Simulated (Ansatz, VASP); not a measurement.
**Ni in VASP and in Ansatz**

```
CELL_PARAMETERS angstrom
0.00000 2.59490 2.59490
2.59490 0.00000 2.59490
2.59490 2.59490 0.00000
ATOMIC_POSITIONS crystal
Ni 0.12500 0.12500 0.12500
Ni 0.87500 0.87500 0.87500
```

Alike in both runs: task single point; functional BLYP; k mesh 17 × 17 × 17; occupations fermi-dirac, width 0.05 eV; collinear spin.

|  | VASP | Ansatz |
| --- | --- | --- |
| version | VASP 6.6.1 | Ansatz 0.2.0 |
| potentials or method | VASP PAW PBE potentials, release 64 (Ni), cutoff 520 eV | plane waves (420 eV) with PAW, scalar-relativistic |
| valence electrons in the cell | 20 | 36 |

```tsv
	VASP	Ansatz	Ansatz less VASP
net moment per atom (μB)	0.78	0.79	+0.014
size of the moment on the site where the two differ most (μB)	0.78	0.82	+0.043
```

VASP's potentials were made for PBE, not for BLYP. Site moments also hang on the region over which each program counts them. VASP's potentials hold 20 valence electrons a cell and Ansatz's 36, so a difference there can come from the potentials and not from the codes.
